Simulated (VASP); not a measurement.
# Cu3Au13 in VASP: notebook, part 2 of 2

VASP 6.6.1. Earlier steps stand in the parts before.

### 3 Single point, PBE

Contents of INCAR:

```
PREC = Accurate
ENCUT = 520
EDIFF = 1E-7
ISMEAR = -1
SIGMA = 0.0672
LREAL = Auto
LASPH = T
NELM = 80
ALGO = Normal
ISIF = 2
LWAVE = F
LCHARG = T
GGA = PE
LELF = T
LVHAR = T
ISYM = 0
NBANDS = 102
```

Contents of KPOINTS:

```
Automatic mesh
0
Gamma
  1 1 1
  0.25 0.25 0.25
```

Contents of POSCAR:

```
Cu3Au13
1.0
    6.6859480000      0.0855830000     -0.0615900000
    0.0855830000      6.6105530000     -0.0078460000
   -0.0615900000     -0.0078460000      6.5441010000
Au Cu
13 3
Direct
    0.2304423284      0.4387166078      0.5115133635
    0.2614101784      0.4321527859      0.9410097619
    0.7086824915      0.8950962228     -0.0286522657
    0.8062915361      0.5193814508      0.3889187472
    0.0423427659      0.1446329887      0.2565458084
    0.1762339912      0.8560575896      0.5189523938
    0.3289684470      0.0283313123      0.8746810989
    0.6547343009      0.3669270664      0.0537783563
    0.7590312105      0.9157902433      0.4724838480
    0.9263713909      0.6058227472      0.8141756216
    0.9659275006      0.1757052613      0.7384546874
    0.4775674300      0.1673503997      0.3330792739
    0.4548399222      0.6725743938      0.2681929282
    0.6012343732      0.2847108587      0.6707446701
    0.5108763529      0.6511368419      0.7364178356
    0.0719551740      0.7358580285      0.1516234638
```

Potentials or basis: VASP PAW PBE potentials, release 64 (Au, Cu).

The run is started by

```sh
> cat potpaw_PBE.64/Au/POTCAR potpaw_PBE.64/Cu/POTCAR > POTCAR
> mpirun -np 1 vasp_std > vasp.out
```

OUTCAR:

```text
PREC = Accurate
   ENCUT = 520
   EDIFF = 1E-7
   ISMEAR = -1
   LREAL = Auto
   LASPH = T
   NELM = 80
   ISIF = 2
   GGA = PE
   ISYM = 0

 ion  position               nearest neighbor table
   1  0.230  0.439  0.512-  12 2.69  13 2.72  15 2.77   6 2.77   2 2.81  14 2.84   5 2.86  11 2.94
                             4 2.97  10 3.05
   2  0.261  0.432  0.941-  10 2.61  15 2.62  16 2.73   7 2.73   8 2.74   1 2.81  11 2.93  13 2.96
                            14 3.04   5 3.21  12 3.39
   3  0.709  0.895  0.971-  15 2.60  10 2.60   7 2.73  16 2.86  11 3.00  13 3.01   8 3.18   9 3.29
                             9 3.29   5 3.35  12 3.35   8 3.56
   4  0.806  0.519  0.389-   8 2.61  13 2.64   9 2.69  16 2.80  14 2.81  10 2.94   1 2.97   5 3.04
                            15 3.15  12 3.26  11 3.37   6 3.46
   5  0.042  0.145  0.257-   6 2.69  16 2.79   9 2.85   1 2.86  12 2.95   4 3.04   2 3.21  11 3.21
                             8 3.21   7 3.26   3 3.35  11 3.43
   6  0.176  0.856  0.519-  16 2.62   5 2.69  13 2.76   1 2.77   7 2.78   9 2.82  11 2.90  15 2.93
                            10 3.09  12 3.18   4 3.46
   7  0.329  0.028  0.875-  11 2.73   3 2.73   2 2.73   6 2.78  14 2.87  15 2.90   5 3.26  12 3.28
                             8 3.36  13 3.57
   8  0.655  0.367  0.054-  12 2.58  14 2.58   4 2.61   2 2.74  13 2.78  10 2.92  15 2.94   3 3.18
                            11 3.19   5 3.21   7 3.36   3 3.56
   9  0.759  0.916  0.472-  12 2.63   4 2.69  11 2.81   6 2.82   5 2.85  13 2.93  14 2.94  15 3.01
                            16 3.20  10 3.20   3 3.29   3 3.29
  10  0.926  0.606  0.814-  16 2.55   3 2.60   2 2.61  15 2.82  11 2.89   8 2.92   4 2.94   1 3.05
                             6 3.09   9 3.20
  11  0.966  0.176  0.738-  14 2.56   7 2.73   9 2.81  10 2.89   6 2.90   2 2.93   1 2.94   3 3.00
                             8 3.19   5 3.21   4 3.37   5 3.43
  12  0.478  0.167  0.333-  14 2.47   8 2.58   9 2.63   1 2.69   5 2.95   6 3.18   4 3.26   7 3.28
                            13 3.30   3 3.35  13 3.37   2 3.39
  13  0.455  0.673  0.268-   4 2.64  16 2.68   1 2.72   6 2.76   8 2.78   9 2.93   2 2.96   3 3.01
                            15 3.08  12 3.30  12 3.37   7 3.57
  14  0.601  0.285  0.671-  12 2.47  15 2.52  11 2.56   8 2.58   4 2.81   1 2.84   7 2.87   9 2.94
                             2 3.04
  15  0.511  0.651  0.736-  14 2.52   3 2.60   2 2.62   1 2.77  10 2.82   7 2.90   6 2.93   8 2.94
                             9 3.01  13 3.08   4 3.15
[... 137 lines left out ...]
 maximum number of plane-waves:      7795
 NGX is ok and might be reduce to    50
   NGX = 25   NGY = 25   NGZ = 25

 number of electron     175.9999996 magnetization

 Free energy of the ion-electron system (eV)
  ---------------------------------------------------
  ext. energy  EPLUGINS =         0.00000000
  ---------------------------------------------------
  free energy    TOTEN  =       -50.74795207 eV

  energy without entropy =      -50.61453159  energy(sigma->0) =      -50.68124183

 E-fermi :   7.8613     XC(G=0): -11.9547

 val. band max:        7.7615316467   @ k =   0.2500   0.2500   0.2500
 cond. band min:       7.9647550891   @ k =   0.2500   0.2500   0.2500
 fundamental gap:      0.2032234424
 Fermi energy:         7.8612662620

 k-point     1 :       0.2500    0.2500    0.2500
  band No.  band energies     occupation
      1      -0.6180      2.00000
      2       0.4968      2.00000
      3       0.9000      2.00000
      4       1.0418      2.00000
      5       1.1410      2.00000
      6       1.3091      2.00000
[... 92 lines left out ...]
     99      11.8175      0.00000
    100      12.3161      0.00000
 [bands above 100 left out]

------------------------ aborting loop because EDIFF is reached ----------------------------------------

  FORCE on cell =-STRESS in cart. coord.  units (eV):
  Direction    XX          YY          ZZ          XY          YZ          ZX
  --------------------------------------------------------------------------------------
  -------------------------------------------------------------------------------------
  Total        6.6186569      8.4814603     -7.0072549     -3.2910551      3.5772631      3.9628051
  in kB       36.6724395     46.9938005    -38.8255707    -18.2349713     19.8207833     21.9569818
  external PRESSURE =      14.9468898 kB  Pullay stress =       0.0000000 kB

 VOLUME and BASIS-vectors are now :
 -----------------------------------------------------------------------------
  energy-cutoff  :      520.00
  volume of cell :      289.16
      direct lattice vectors                 reciprocal lattice vectors
     6.685948000  0.085583000 -0.061590000     0.149605141 -0.001935183  0.001405693
     0.085583000  6.610553000 -0.007846000    -0.001935183  0.151298522  0.000163185
    -0.061590000 -0.007846000  6.544101000     0.001405693  0.000163185  0.152822803

 POSITION                                       TOTAL-FORCE (eV/Angst)
 -----------------------------------------------------------------------------------
      1.54677      2.91587      3.32976        -0.556439     -0.241624      0.125350
      1.72680      2.87176      6.13857         0.443862     -0.046730      0.919471
      4.75499      5.97011      6.30593        -0.009535      1.083763      0.821805
      5.41132      3.49935      2.49139         1.277026     -0.768450      1.184066
      0.27968      0.95771      1.67512        -0.197473      0.462487     -0.994813
      1.21959      5.67003      3.37851         0.228068      0.072118      0.915280
[... 8 lines left out ...]
      3.42606      4.34232      4.78262         0.091268      0.372359     -0.333560
      0.53473      4.86940      0.98203        -0.188019      0.327764      0.109167
 -----------------------------------------------------------------------------------
    total drift:                                0.003003      0.003532      0.012043

  FREE ENERGIE OF THE ION-ELECTRON SYSTEM (eV)
  ---------------------------------------------------
  free  energy   TOTEN  =       -50.7479520675 eV

  energy  without entropy=      -50.6145315903  energy(sigma->0) =      -50.68124183
```

OSZICAR:

```text
N       E                     dE             d eps       ncg     rms          rms(c)
DAV:   1     0.199168999194E+04    0.19917E+04   -0.79010E+04   204   0.197E+03
DAV:   2     0.220909895557E+03   -0.17708E+04   -0.16756E+04   220   0.506E+02
DAV:   3    -0.343925788526E+02   -0.25530E+03   -0.21848E+03   218   0.177E+02
DAV:   4    -0.559352052710E+02   -0.21543E+02   -0.21051E+02   296   0.584E+01
DAV:   5    -0.562838123877E+02   -0.34861E+00   -0.34788E+00   296   0.941E+00    0.310E+01
DAV:   6    -0.529966140736E+02    0.32872E+01   -0.37268E+01   288   0.911E+01    0.184E+01
DAV:   7    -0.513471467509E+02    0.16495E+01   -0.18034E+01   248   0.138E+02    0.167E+01
DAV:   8    -0.507679708173E+02    0.57918E+00   -0.36671E+00   304   0.294E+01    0.612E+00
DAV:   9    -0.507668900274E+02    0.10808E-02   -0.58655E-01   312   0.985E+00    0.114E+00
DAV:  10    -0.507546558992E+02    0.12234E-01   -0.13712E-01   288   0.962E+00    0.661E-01
DAV:  11    -0.507478504466E+02    0.68055E-02   -0.29345E-02   304   0.471E+00    0.134E-01
DAV:  12    -0.507480583266E+02   -0.20788E-03   -0.50386E-03   288   0.406E-01    0.124E-01
DAV:  13    -0.507479551173E+02    0.10321E-03   -0.77585E-04   296   0.493E-01    0.413E-02
DAV:  14    -0.507479588227E+02   -0.37054E-05   -0.17687E-04   312   0.258E-01    0.284E-02
DAV:  15    -0.507479519941E+02    0.68286E-05   -0.41160E-05   312   0.144E-01    0.772E-03
DAV:  16    -0.507479516395E+02    0.35462E-06   -0.87276E-06   312   0.412E-02    0.496E-03
DAV:  17    -0.507479520608E+02   -0.42125E-06   -0.12256E-06   224   0.172E-02    0.879E-04
DAV:  18    -0.507479520675E+02   -0.67175E-08   -0.20660E-07   136   0.517E-03
   1 F= -.50747952E+02 E0= -.50681242E+02  d E =-.133420E+00
```

stdout:

```text
POSCAR found type information on POSCAR AuCu
 POSCAR found :  2 types and      16 ions
 scaLAPACK will be used
 LDA part: xc-table for (Slater+PW92), standard interpolation
 POSCAR, INCAR and KPOINTS ok, starting setup
 FFT: planning ... GRIDC
 FFT: planning ... GRID_SOFT
 FFT: planning ... GRID
 WAVECAR not read
 entering main loop
```

Run time: 1.9 min. Hardware: 1 thread of Intel Xeon Platinum 8124M at 3.00GHz (Skylake/Cascade Lake), shared host; peak memory 0.35 GiB.

What came out:

| Property | Result |
| --- | --- |
| Free energy | -50.7480 eV |
| Pressure | 1.5 GPa |
| Largest force | 1.995 eV/Å |
| Band gap on the k mesh | 0.20 eV |

Forces on the atoms (eV/Å):
```
Au  -0.556 -0.242  0.125
Au   0.444 -0.047  0.919
Au  -0.010  1.084  0.822
Au   1.277 -0.768  1.184
Au  -0.197  0.462 -0.995
Au   0.228  0.072  0.915
Au   0.330 -0.424  0.357
Au   1.103  0.006 -1.662
Au   0.186 -0.076  0.449
Au  -0.619 -0.416 -1.030
Au   0.058 -0.109  0.249
Au  -1.502 -1.193 -0.429
Au  -0.266  0.991 -0.845
Cu  -0.379 -0.040  0.164
Cu   0.091  0.372 -0.334
Cu  -0.188  0.328  0.109
```

Levels at points of the mesh, in eV from the valence-band top:
| k point | band 84 | band 85 | band 86 | band 87 | band 88 | band 89 | band 90 | band 91 | band 92 | band 93 |
| --- | --- | --- | --- | --- | --- | --- | --- | --- | --- | --- |
| (0.25, 0.25, 0.25) | -1.79 | -1.47 | -1.34 | -1.20 | 0.00 | 0.20 | 0.42 | 0.83 | 1.21 | 1.59 |

Caveat: the k points lie up to 0.96 Å⁻¹ apart; spin-orbit coupling is left out, which moves the levels of the heavy elements.
